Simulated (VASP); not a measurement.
A run of VASP 6.6.1 is set up as follows.

Contents of POSCAR:

```
ZrB2
1.0
    3.1933962670      0.0000000000      0.0000000000
   -1.5966981335      2.7655622915      0.0000000000
    0.0000000000      0.0000000000      3.4576883307
Zr B
1 2
Direct
    0.0000000000      0.0000000000      0.0000000000
    0.3333333333      0.6666666667      0.5000000000
    0.6666666667      0.3333333333      0.5000000000
```

File INCAR.step1:

```
SYSTEM = ZrB2
PREC     = Accurate       ! precision mode
ENCUT    = 520            ! plane-wave cutoff, eV
ISMEAR   = 0              ! smearing method
SIGMA    = 0.05           ! smearing width, eV
LREAL    = .False.        ! projectors in reciprocal space
LASPH    = .True.         ! aspherical terms in the spheres
NELM     = 80             ! most SCF steps
NBANDS   = 16             ! bands
GGA      = PE             ! functional
ALGO     = Normal         ! electronic algorithm
EDIFF    = 1E-4           ! SCF threshold, eV
LWAVE    = .True.         ! write WAVECAR
LCHARG   = .False.        ! write CHGCAR
```

INCAR.step2

```
SYSTEM = ZrB2
PREC     = Accurate       ! precision mode
ENCUT    = 520            ! plane-wave cutoff, eV
EDIFF    = 1E-6           ! SCF threshold, eV
ISMEAR   = 0              ! smearing method
SIGMA    = 0.05           ! smearing width, eV
LREAL    = .False.        ! projectors in reciprocal space
LASPH    = .True.         ! aspherical terms in the spheres
NELM     = 80             ! most SCF steps
ALGO     = Normal         ! electronic algorithm
ISIF     = 2              ! what is computed and relaxed
LWAVE    = .False.        ! write WAVECAR
LCHARG   = .True.         ! write CHGCAR
METAGGA  = R2SCAN         ! meta-GGA
LMIXTAU  = .True.       
LELF     = .True.         ! ELF
LVHAR    = .True.       
NBANDS   = 16             ! bands
ISTART   = 1
```

The input KPOINTS:

```
regular mesh
0
Gamma
  12 12 10
  0 0 0
```

Potentials or basis: VASP PAW PBE potentials, release 64 (Zr_sv, B).

Command:

```console
$ cat potpaw_PBE.64/Zr_sv/POTCAR potpaw_PBE.64/B/POTCAR > POTCAR
$ cp INCAR.step1 INCAR
$ mpirun -np 1 vasp_std > vasp.out
$ cp INCAR.step2 INCAR
$ mpirun -np 1 vasp_std > vasp.out
```

(1) Estimate the pressure.

(2) Estimate the band gap on the k mesh.

## Answers

(1) 2.2 GPa.

(2) zero (band 9 reaches 11.50 eV, above the bottom of band 10 at 10.25 eV).

Caveat: the PAW data sets were made with another functional, which shifts forces and pressure a little.
